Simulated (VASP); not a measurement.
# TiSi2 (Fddd) in VASP: single point with PBEsol

Aim: the single point of TiSi2 with PBEsol.

Everything below comes from runs of VASP 6.6.1. Logs are shortened: lines on timing, memory, paths and dates and some standing lists are left out, and cuts for length are marked.

## Step 1: The cell of the first run

It takes space group Fddd (No. 70, orthorhombic). The conventional cell has a = 4.833 Å, b = 8.305 Å, c = 8.496 Å, α = 90.00°, β = 90.00°, γ = 90.00°. Within 3.4 Å of Ti (site symmetry 222) lie 10 Si at 2.55 to 2.79 Å and 4 Ti at 3.21 Å. Si (site symmetry 2) has 9 Si at 2.53 to 3.21 Å and 5 Ti at 2.55 to 2.79 Å within 3.3 Å.

## Step 2: Single point, PBEsol (strain +0.0150 x Voigt [1, 1, 0, 0, 0, 0])

INCAR reads:

```
SYSTEM = TiSi2
PREC = Accurate
ENCUT = 520
EDIFF = 1E-6
ISMEAR = 0
SIGMA = 0.15
LREAL = .FALSE.
LASPH = .TRUE.
NELM = 60
ALGO = Normal
ISIF = 2
LWAVE = .FALSE.
LCHARG = .TRUE.
GGA = PS
LELF = .TRUE.
LVHAR = .TRUE.
NBANDS = 29
```

KPOINTS reads:

```
regular mesh
0
G
  14 14 14
  0 0 0
```

POSCAR reads:

```
TiSi2
1.0
    0.0000000000      4.1524272145      4.2480470649
    2.4165912116      0.0000000000      4.2480470649
    2.4165912116      4.1524272145      0.0000000000
Ti Si
2 4
Direct
    0.7500000000      0.7500000000      0.7500000000
    0.5000000000      0.5000000000      0.5000000000
    0.0861670623      0.4138329377      0.0861670623
    0.4138329377      0.0861670623      0.4138329377
    0.1638329377      0.8361670623      0.1638329377
    0.8361670623      0.1638329377      0.8361670623
```

Potentials or basis: VASP PAW PBE potentials, release 64 (Ti_sv, Si).

Launch:

```sh
$ cat potpaw_PBE.64/Ti_sv/POTCAR potpaw_PBE.64/Si/POTCAR > POTCAR
$ mpirun -np 1 vasp_std > vasp.out
```

OUTCAR:

```text
SYSTEM = TiSi2
   PREC = Accurate
   ENCUT = 520
   EDIFF = 1E-6
   ISMEAR = 0
   LREAL = .FALSE.
   LASPH = .TRUE.
   NELM = 60
   ISIF = 2
   GGA = PS

 ion  position               nearest neighbor table
   1  0.750  0.750  0.750-   6 2.55   5 2.55   6 2.55   5 2.55   4 2.77   4 2.77   3 2.77   3 2.77
                             3 2.79   4 2.79
   2  0.500  0.500  0.500-   3 2.55   4 2.55   3 2.55   4 2.55   5 2.77   5 2.77   6 2.77   6 2.77
                             5 2.79   6 2.79
   3  0.086  0.414  0.086-   5 2.53   5 2.53   2 2.55   2 2.55   4 2.72   1 2.77   1 2.77   1 2.79
                             4 2.81   4 2.81
   4  0.414  0.086  0.414-   6 2.53   6 2.53   2 2.55   2 2.55   3 2.72   1 2.77   1 2.77   1 2.79
                             3 2.81   3 2.81
   5  0.164  0.836  0.164-   3 2.53   3 2.53   1 2.55   1 2.55   6 2.72   2 2.77   2 2.77   2 2.79
                             6 2.81   6 2.81
   6  0.836  0.164  0.836-   4 2.53   4 2.53   1 2.55   1 2.55   5 2.72   2 2.77   2 2.77   2 2.79
                             5 2.81   5 2.81

  LATTYP: Found a face centered orthorhombic cell.
 ALAT       =     4.8331824232
 B/A-ratio  =     1.7182993940
 C/A-ratio  =     1.7578674641

  Lattice vectors:

 A1 = (   0.0000000000,   4.1524272145,   4.2480470649)
 A2 = (   2.4165912116,   0.0000000000,   4.2480470649)
 A3 = (   2.4165912116,   4.1524272145,   0.0000000000)

Analysis of symmetry for initial positions (statically):
=====================================================================
 Subroutine PRICEL returns:
 Original cell was already a primitive cell.

 Routine SETGRP: Setting up the symmetry group for a
 face centered orthorhombic supercell.

 Subroutine GETGRP returns: Found  8 space group operations
 (whereof  4 operations were pure point group operations)
 out of a pool of  8 trial point group operations.

The static configuration has the point symmetry D_2 .
 The point group associated with its full space group is D_2h.

Analysis of symmetry for dynamics (positions and initial velocities):
=====================================================================
 Subroutine PRICEL returns:
 Original cell was already a primitive cell.

 Routine SETGRP: Setting up the symmetry group for a
 face centered orthorhombic supercell.

 Subroutine GETGRP returns: Found  8 space group operations
 (whereof  4 operations were pure point group operations)
 out of a pool of  8 trial point group operations.

The dynamic configuration has the point symmetry D_2 .
 The point group associated with its full space group is D_2h.

 Subroutine INISYM returns: Found  8 space group operations
 (whereof  4 operations are pure point group operations),
 and found     1 'primitive' translations

----------------------------------------------------------------------------------------

                                     Primitive cell

  volume of cell :      85.2559

  direct lattice vectors                    reciprocal lattice vectors
     0.000000000  4.152427215  4.248047065    -0.206903012  0.120411503  0.117701144
     2.416591212  0.000000000  4.248047065     0.206903012 -0.120411503  0.117701144
     2.416591212  4.152427215  0.000000000     0.206903012  0.120411503 -0.117701144

  length of vectors
     5.940417127  4.887311833  4.804431793     0.266760840  0.266760840  0.266760840

  position of ions in fractional coordinates (direct lattice)
     0.750000000  0.750000000  0.750000000
     0.500000000  0.500000000  0.500000000
     0.086167062  0.413832938  0.086167062
     0.413832938  0.086167062  0.413832938
     0.163832938  0.836167062  0.163832938
     0.836167062  0.163832938  0.836167062

  ion indices of the primitive-cell ions
   primitive index   ion index
                 1           1
                 2           2
                 3           3
                 4           4
                 5           5
                 6           6

----------------------------------------------------------------------------------------

 KPOINTS: regular mesh

Automatic generation of k-mesh.
 Grid dimensions read from file:
 generate k-points for:   14   14   14

 Generating k-lattice:

  Cartesian coordinates                     Fractional coordinates (reciprocal lattice)
    -0.014778787  0.008600822  0.008407225     0.071428571  0.000000000  0.000000000
     0.014778787 -0.008600822  0.008407225     0.000000000  0.071428571  0.000000000
     0.014778787  0.008600822 -0.008407225     0.000000000  0.000000000  0.071428571

  Length of vectors
     0.019054346  0.019054346  0.019054346

  Shift w.r.t. Gamma in fractional coordinates (k-lattice)
     0.000000000  0.000000000  0.000000000

 Subroutine IBZKPT returns following result:
 ===========================================

 Found    428 irreducible k-points:

 Following reciprocal coordinates:
            Coordinates               Weight
  0.000000  0.000000  0.000000      1.000000
  0.071429 -0.000000  0.000000      8.000000
  0.142857  0.000000  0.000000      8.000000
  0.214286  0.000000  0.000000      8.000000
  0.285714  0.000000  0.000000      8.000000
  0.357143 -0.000000  0.000000      8.000000
[... 16 lines left out ...]
  0.214286  0.142857  0.000000      8.000000
  0.285714  0.142857 -0.000000      8.000000
 [... further k-points ...]
   k-points           NKPTS =    428   k-points in BZ     NKDIM =    428   number of bands    NBANDS=     29
   number of dos      NEDOS =    301   number of ions     NIONS =      6
   total plane-waves  NPLWV =  62208
   dimension x,y,z NGX =    48 NGY =   36 NGZ =   36
   dimension x,y,z NGXF=    96 NGYF=   72 NGZF=   72
   ions per type =               2   4
   NGX,Y,Z   is equivalent  to a cutoff of  13.43, 12.25, 12.46 a.u.
   NGXF,Y,Z  is equivalent  to a cutoff of  26.87, 24.49, 24.91 a.u.
 SYSTEM =  TiSi2
   PREC   = accura    normal or accurate (medium, high low for compatibility)
   ISTART =      0    job   : 0-new  1-cont  2-samecut
   ICHARG =      2    charge: 1-file 2-atom 10-const
   ISPIN  =      1    spin polarized calculation?
   LNONCOLLINEAR =      F non collinear calculations
   LSORBIT =      F    spin-orbit coupling
   LASPH  =      T    aspherical Exc in radial PAW
   ENCUT  =  520.0 eV  38.22 Ry    6.18 a.u.  11.05  9.09  8.93*2*pi/ulx,y,z
   NELM   =     60;   NELMIN=  2; NELMDL= -5     # of ELM steps
   EDIFF  = 0.1E-05   stopping-criterion for ELM
   LREAL  =      F    real-space projection
   EDIFFG = 0.1E-04   stopping-criterion for IOM
   NSW    =      0    number of steps for IOM
   IBRION =     -1    ionic relax: 0-MD 1-quasi-New 2-CG
   NFREE  =      0    steps in history (QN), initial steepest desc. (CG)
   ISIF   =      2    stress and relaxation
   ISYM   =      2    0-nonsym 1-usesym 2-fastsym
   POTIM  = 0.5000    time-step for ionic-motion
   TEBEG  =    0.0;   TEEND  =   0.0 temperature during run
   PSTRESS=    0.0 pullay stress
   NELECT =      40.0000    total number of electrons
   NUPDOWN=      -1.0000    fix difference up-down
   EMIN   =  10.00;   EMAX   =-10.00  energy-range for DOS
   EFERMI =   0.00;   METHOD = LEGACY
   ISMEAR =     0;   SIGMA  =   0.15  broadening in eV -4-tet -1-fermi 0-gaus
   EFERMI_NEDOS =   21; number of points for ismear=-14 and -15
   IALGO  =     38    algorithm
   IMIX   =      4    mixing-type and parameters
     AMIX     =   0.40;   BMIX     =  1.00
     AMIX_MAG =   1.60;   BMIX_MAG =  1.00
  volume/ion in A,a.u.               =      14.21        95.89
  Fermi-wavevector in a.u.,A,eV,Ry     =   1.272096  2.403913 22.017341  1.618229
  Thomas-Fermi vector in A             =   2.404993
   LORBIT       =      0    0 simple, 1 ext, 2 COOP (PROOUT), +10 PAW based schemes
   GGA     = PS    functional components
   LHFCALC =     F    Hartree Fock is set to
   AEXX    =    0.0000 exact exchange contribution
   IVDW    =     0    specifies the selected vdW correction
   LEPSILON=     F    determine dielectric tensor
   LRPA    =     F    only Hartree local field effects (RPA)
 non-spin polarized calculation
 Gauss-broadening in eV      SIGMA  =   0.15
  energy-cutoff  :      520.00
  volume of cell :       85.26
 maximum number of plane-waves:      2326
 NGX is ok and might be reduce to    48
   NGX = 23   NGY = 19   NGZ = 17

 number of electron      39.9999997 magnetization

 Free energy of the ion-electron system (eV)
  ---------------------------------------------------
  ext. energy  EPLUGINS =         0.00000000
  ---------------------------------------------------
  free energy    TOTEN  =       -43.65130974 eV

  energy without entropy =      -43.62530820  energy(sigma->0) =      -43.63830897

 E-fermi :   9.8989     XC(G=0): -11.7494

 val. band max:        9.8955798664   @ k =  -0.2143   0.4286   0.2857
 cond. band min:       9.9003776553   @ k =  -0.2857   0.3571   0.2143
 fundamental gap:      0.0047977889
 Fermi energy:         9.8988794075

 k-point     1 :       0.0000    0.0000    0.0000
  band No.  band energies     occupation
      1     -46.1587      2.00000
      2     -46.1309      2.00000
      3     -22.6343      2.00000
      4     -22.6267      2.00000
      5     -22.5547      2.00000
      6     -22.5395      2.00000
[... 21 lines left out ...]
     28      13.6099      0.00000
     29      13.6932      0.00000

 k-point     2 :       0.0714   -0.0000    0.0000
  band No.  band energies     occupation
      1     -46.1584      2.00000
      2     -46.1311      2.00000
      3     -22.6342      2.00000
      4     -22.6266      2.00000
      5     -22.5559      2.00000
      6     -22.5395      2.00000
[... 21 lines left out ...]
     28      13.5141      0.00000
     29      13.6377      0.00000

 k-point     3 :       0.1429    0.0000    0.0000
  band No.  band energies     occupation
      1     -46.1576      2.00000
      2     -46.1319      2.00000
      3     -22.6344      2.00000
      4     -22.6254      2.00000
      5     -22.5593      2.00000
      6     -22.5393      2.00000
[... 21 lines left out ...]
     28      13.6897      0.00000
     29      13.8212      0.00000

 k-point     4 :       0.2143    0.0000    0.0000
  band No.  band energies     occupation
      1     -46.1564      2.00000
      2     -46.1331      2.00000
      3     -22.6358      2.00000
      4     -22.6225      2.00000
      5     -22.5647      2.00000
      6     -22.5386      2.00000
[... 21 lines left out ...]
     28      13.8413      0.00000
     29      14.0152      0.00000

 k-point     5 :       0.2857    0.0000    0.0000
  band No.  band energies     occupation
      1     -46.1549      2.00000
      2     -46.1345      2.00000
      3     -22.6378      2.00000
      4     -22.6183      2.00000
      5     -22.5718      2.00000
      6     -22.5370      2.00000
[... 21 lines left out ...]
     28      13.9044      0.00000
     29      14.2449      0.00000
[... 510 lines left out ...]
     28      13.5480      0.00000
     29      13.7785      0.00000

 k-point    22 :       0.1429    0.1429    0.0000
  band No.  band energies     occupation
      1     -46.1573      2.00000
      2     -46.1322      2.00000
      3     -22.6324      2.00000
      4     -22.6216      2.00000
      5     -22.5639      2.00000
      6     -22.5369      2.00000
[... 21 lines left out ...]
     28      13.8096      0.00000
     29      14.0826      0.00000

 k-point    23 :       0.2143    0.1429    0.0000
  band No.  band energies     occupation
      1     -46.1564      2.00000
      2     -46.1331      2.00000
      3     -22.6321      2.00000
      4     -22.6181      2.00000
      5     -22.5686      2.00000
      6     -22.5357      2.00000
[... 21 lines left out ...]
     28      13.6392      0.00000
     29      14.1989      0.00000

 k-point    24 :       0.2857    0.1429   -0.0000
  band No.  band energies     occupation
      1     -46.1550      2.00000
      2     -46.1344      2.00000
      3     -22.6333      2.00000
      4     -22.6127      2.00000
      5     -22.5751      2.00000
      6     -22.5346      2.00000
[... 21 lines left out ...]
     28      13.8220      0.00000
     29      14.2284      0.00000

 [... further k-points ...]
[... 5 lines left out ...]
  --------------------------------------------------------------------------------------
  -------------------------------------------------------------------------------------
  Total       -2.6507542     -2.7303692     -0.5795501      0.0000000      0.0000000      0.0000000
  in kB      -49.8144688    -51.3106397    -10.8912317      0.0000000      0.0000000      0.0000000
  external PRESSURE =     -37.3387801 kB  Pullay stress =       0.0000000 kB

 VOLUME and BASIS-vectors are now :
 -----------------------------------------------------------------------------
  energy-cutoff  :      520.00
  volume of cell :       85.26
      direct lattice vectors                 reciprocal lattice vectors
     0.000000000  4.152427215  4.248047065    -0.206903012  0.120411503  0.117701144
     2.416591212  0.000000000  4.248047065     0.206903012 -0.120411503  0.117701144
     2.416591212  4.152427215  0.000000000     0.206903012  0.120411503 -0.117701144

 POSITION                                       TOTAL-FORCE (eV/Angst)
 -----------------------------------------------------------------------------------
      3.62489      6.22864      6.37207        -0.000000      0.000000     -0.000000
      2.41659      4.15243      4.24805         0.000000     -0.000000      0.000000
      1.20830      0.71560      2.12402        -0.000000     -0.007438      0.000000
      1.20830      3.43682      2.12402        -0.000000      0.007438      0.000000
      2.41659      1.36061      4.24805         0.000000      0.007438      0.000000
      2.41659      6.94425      4.24805         0.000000     -0.007438      0.000000
 -----------------------------------------------------------------------------------
    total drift:                               -0.000000     -0.000000     -0.000000

  FREE ENERGIE OF THE ION-ELECTRON SYSTEM (eV)
  ---------------------------------------------------
  free  energy   TOTEN  =       -43.6513097420 eV

  energy  without entropy=      -43.6253081992  energy(sigma->0) =      -43.63830897
```

Wall time 16 min (1 thread of Intel Xeon Platinum 8488C (Sapphire Rapids), shared host); peak memory 0.88 GiB.

Results:

```
Free energy            : -43.6513 eV
Pressure               : -3.7 GPa
Largest force          : 0.007 eV/Å
Band gap on the k mesh : zero (band 20 reaches 10.59 eV, above the bottom of band 21 at 8.75 eV)
```

Forces in eV/Å, atoms in the order of the input:
```
Ti   0.000  0.000  0.000
Ti   0.000  0.000  0.000
Si   0.000 -0.007  0.000
Si   0.000  0.007  0.000
Si   0.000  0.007  0.000
Si   0.000 -0.007  0.000
```

Caveat: the cell differs from its parent crystal (strain +0.0150 x Voigt [1, 1, 0, 0, 0, 0]); the PAW data sets were made with another functional, which shifts forces and pressure a little.
